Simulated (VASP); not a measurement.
# Ta in VASP: single point with r2SCAN

Aim: the single point of Ta with r2SCAN.

All numbers are computed with VASP 6.6.1; they aren't measurements. Logs are shortened: lines on timing, memory, paths and dates and some standing lists are left out, and cuts for length are marked.

## (1) The cell of the first run

The cell holds a slab with vacuum, 5 atoms: a = 4.674 Å, b = 4.674 Å, c = 19.817 Å, α = 90.00°, β = 90.00°, γ = 120.00°.

## (2) Single point, r2SCAN

Input file POSCAR:

```
Ta
1.0
    4.6744798908      0.0000000000      0.0000000000
   -2.3372399454      4.0482183349      0.0000000000
    0.0000000000      0.0000000000     19.8167000000
Ta
5
Direct
    0.8333333333      0.1666666667      0.4158396192
    0.1666666667      0.8333333333      0.4568293937
    0.5000000000      0.5000000000      0.5000000070
    0.8333333333      0.1666666667      0.5431706024
    0.1666666667      0.8333333333      0.5841603777
```

Input file INCAR.step1:

```
  PREC = Accurate
  ENCUT = 520
  ISMEAR = -1
  SIGMA = 0.08
  LREAL = False
  LASPH = True
  NELM = 80
  LDIPOL = True
  IDIPOL = 3
  DIPOL = 0.5 0.5 0.500
  NBANDS = 36
  GGA = PE
  ALGO = Normal
  EDIFF = 1E-4
  LWAVE = True
  LCHARG = False
```

Input file INCAR.step2:

```
  PREC = Accurate
  ENCUT = 520
  EDIFF = 1E-6
  ISMEAR = -1
  SIGMA = 0.08
  LREAL = False
  LASPH = True
  NELM = 80
  ALGO = Normal
  ISIF = 2
  LWAVE = False
  LCHARG = True
  LDIPOL = True
  IDIPOL = 3
  DIPOL = 0.5 0.5 0.500
  METAGGA = R2SCAN
  LMIXTAU = True
  LELF = True
  LVHAR = True
  LVACPOTAV = True
  NBANDS = 36
  ISTART = 1
```

Input file KPOINTS:

```
Automatic mesh
0
Gamma
  8 8 1
```

Potentials or basis: VASP PAW PBE potentials, release 64 (Ta_pv).

The run is started by

```
$ cat potpaw_PBE.64/Ta_pv/POTCAR > POTCAR
$ cp INCAR.step1 INCAR
$ mpirun -np 1 vasp_std > vasp.out
$ cp INCAR.step2 INCAR
$ mpirun -np 1 vasp_std > vasp.out
```

OUTCAR:

```text
PREC = Accurate
   ENCUT = 520
   EDIFF = 1E-6
   ISMEAR = -1
   LREAL = False
   LASPH = True
   NELM = 80
   ISIF = 2
   METAGGA = R2SCAN
   ISTART = 1

 ion  position               nearest neighbor table
   1  0.833  0.167  0.416-   4 2.52   2 2.82   2 2.82   2 2.82   3 3.17   3 3.17   3 3.17
   2  0.167  0.833  0.457-   5 2.52   1 2.82   1 2.82   1 2.82   3 2.83   3 2.83   3 2.83   4 3.20
                             4 3.20   4 3.20
   3  0.500  0.500  0.500-   4 2.83   4 2.83   4 2.83   2 2.83   2 2.83   2 2.83   5 3.17   5 3.17
                             5 3.17   1 3.17   1 3.17   1 3.17
   4  0.833  0.167  0.543-   1 2.52   5 2.82   5 2.82   5 2.82   3 2.83   3 2.83   3 2.83   2 3.20
                             2 3.20   2 3.20
   5  0.167  0.833  0.584-   2 2.52   4 2.82   4 2.82   4 2.82   3 3.17   3 3.17   3 3.17

  LATTYP: Found a hexagonal cell.
 ALAT       =     4.6744798908
 C/A-ratio  =     4.2393379505

  Lattice vectors:

 A1 = (   4.6744798908,   0.0000000000,   0.0000000000)
 A2 = (  -2.3372399454,   4.0482183349,   0.0000000000)
 A3 = (   0.0000000000,   0.0000000000,  19.8167000000)

Analysis of symmetry for initial positions (statically):
=====================================================================
 Subroutine PRICEL returns:
 Original cell was already a primitive cell.

 Routine SETGRP: Setting up the symmetry group for a
 hexagonal supercell.

 Subroutine GETGRP returns: Found 12 space group operations
 (whereof  4 operations were pure point group operations)
 out of a pool of 24 trial point group operations.

The static configuration has the point symmetry C_2h.
 The point group associated with its full space group is D_3d.

Analysis of symmetry for dynamics (positions and initial velocities):
=====================================================================
 Subroutine PRICEL returns:
 Original cell was already a primitive cell.

 Routine SETGRP: Setting up the symmetry group for a
 hexagonal supercell.

 Subroutine GETGRP returns: Found 12 space group operations
 (whereof  4 operations were pure point group operations)
 out of a pool of 24 trial point group operations.

The dynamic configuration has the point symmetry C_2h.
 The point group associated with its full space group is D_3d.

 Subroutine INISYM returns: Found 12 space group operations
 (whereof  4 operations are pure point group operations),
 and found     1 'primitive' translations

[... 87 lines left out ...]
   EDIFFG = 0.1E-04   stopping-criterion for IOM
   NSW    =      0    number of steps for IOM
   IBRION =     -1    ionic relax: 0-MD 1-quasi-New 2-CG
   NFREE  =      0    steps in history (QN), initial steepest desc. (CG)
   ISIF   =      2    stress and relaxation
   ISYM   =      2    0-nonsym 1-usesym 2-fastsym
   POTIM  = 0.5000    time-step for ionic-motion
   TEBEG  =    0.0;   TEEND  =   0.0 temperature during run
   PSTRESS=    0.0 pullay stress
   NELECT =      55.0000    total number of electrons
   NUPDOWN=      -1.0000    fix difference up-down
   EMIN   =  10.00;   EMAX   =-10.00  energy-range for DOS
   EFERMI =   0.00;   METHOD = LEGACY
   ISMEAR =    -1;   SIGMA  =   0.08  broadening in eV -4-tet -1-fermi 0-gaus
   EFERMI_NEDOS =   21; number of points for ismear=-14 and -15
   IALGO  =     38    algorithm
   IMIX   =      4    mixing-type and parameters
     AMIX     =   0.40;   BMIX     =  1.00
     AMIX_MAG =   1.60;   BMIX_MAG =  1.00
  volume/ion in A,a.u.               =      75.00       506.12
  Fermi-wavevector in a.u.,A,eV,Ry     =   0.863349  1.631492 10.141386  0.745371
  Thomas-Fermi vector in A             =   1.981285
   LORBIT       =      0    0 simple, 1 ext, 2 COOP (PROOUT), +10 PAW based schemes
   METAGGA = R2SCAN    functional components
   LHFCALC =     F    Hartree Fock is set to
   AEXX    =    0.0000 exact exchange contribution
   IVDW    =     0    specifies the selected vdW correction
   LEPSILON=     F    determine dielectric tensor
   LRPA    =     F    only Hartree local field effects (RPA)
 non-spin polarized calculation
  energy-cutoff  :      520.00
  volume of cell :      375.00
 maximum number of plane-waves:     10125
 NGX is ok and might be reduce to    36
   NGX = 17   NGY = 17   NGZ = 73

 number of electron      54.9999993 magnetization

 dipolmoment           0.000000      0.000000      0.000000 electrons x Angstroem

 Free energy of the ion-electron system (eV)
  ---------------------------------------------------
  ext. energy  EPLUGINS =         0.00000000
  ---------------------------------------------------
  free energy    TOTEN  =      -235.99053504 eV

  energy without entropy =     -235.89720739  energy(sigma->0) =     -235.94387121

 E-fermi :  -1.3660     XC(G=0):  -4.3243

 val. band max:       -1.4245340710   @ k =   0.3750   0.2500   0.0000
 cond. band min:      -1.3420446464   @ k =   0.3750   0.0000   0.0000
 fundamental gap:      0.0824894247
 Fermi energy:        -1.3660175816

 k-point     1 :       0.0000    0.0000    0.0000
  band No.  band energies     occupation
      1     -37.1092      2.00000
      2     -37.0685      2.00000
      3     -36.8282      2.00000
      4     -36.8282      2.00000
      5     -36.7850      2.00000
      6     -36.7850      2.00000
[... 379 lines left out ...]
     35       0.9995      0.00000
     36       1.2869      0.00000

------------------------ aborting loop because EDIFF is reached ----------------------------------------

  FORCE on cell =-STRESS in cart. coord.  units (eV):
  Direction    XX          YY          ZZ          XY          YZ          ZX
  --------------------------------------------------------------------------------------
  -------------------------------------------------------------------------------------
  Total       -3.3767521     -3.3767521      0.2007162      0.0000000      0.0000000      0.0000000
  in kB      -14.4271718    -14.4271718      0.8575600      0.0000000      0.0000000      0.0000000
  external PRESSURE =      -9.3322612 kB  Pullay stress =       0.0000000 kB

 VOLUME and BASIS-vectors are now :
 -----------------------------------------------------------------------------
  energy-cutoff  :      520.00
  volume of cell :      375.00
      direct lattice vectors                 reciprocal lattice vectors
     4.674479891  0.000000000  0.000000000     0.213927543  0.123511125  0.000000000
    -2.337239945  4.048218335  0.000000000     0.000000000  0.247022250  0.000000000
     0.000000000  0.000000000 19.816700000     0.000000000  0.000000000  0.050462489

 POSITION                                       TOTAL-FORCE (eV/Angst)
 -----------------------------------------------------------------------------------
      3.50586      0.67470      8.24057         0.000000      0.000000     -0.049751
     -1.16862      3.37352      9.05285        -0.000000      0.000000     -0.030746
      1.16862      2.02411      9.90835        -0.000000     -0.000000      0.000000
      3.50586      0.67470     10.76385        -0.000000      0.000000      0.030746
     -1.16862      3.37352     11.57613         0.000000     -0.000000      0.049751
 -----------------------------------------------------------------------------------
    total drift:                               -0.000000      0.000000     -0.000033

  FREE ENERGIE OF THE ION-ELECTRON SYSTEM (eV)
  ---------------------------------------------------
  free  energy   TOTEN  =      -235.9905350387 eV

  energy  without entropy=     -235.8972073878  energy(sigma->0) =     -235.94387121

 vacuum level on the upper side and lower side of the slab         2.305         2.305
```

It used 1900 s of CPU time on 1 thread of AMD EPYC 7R13 Processor (Zen 3), on a shared host.

What came out:

* Free energy: -235.9905 eV
* Largest force: 0.050 eV/Å

Forces on the atoms (eV/Å):
```
Ta   0.000  0.000 -0.050
Ta   0.000  0.000 -0.031
Ta   0.000  0.000  0.000
Ta   0.000  0.000  0.031
Ta   0.000  0.000  0.050
```

Levels at points of the mesh, in eV from the Fermi level:
```
           k point  band 24  band 25  band 26  band 27  band 28  band 29  band 30  band 31
(0.00, 0.00, 0.00)    -1.09    -1.09    -0.75    -0.49    -0.49     0.39     0.39     0.80
(0.50, 0.00, 0.00)    -0.94    -0.91    -0.88    -0.84    -0.58     0.37     0.66     1.27
```

Caveat: the PAW data sets were made with another functional, which shifts forces and pressure a little; spin-orbit coupling is left out, which moves the levels of the heavy elements.
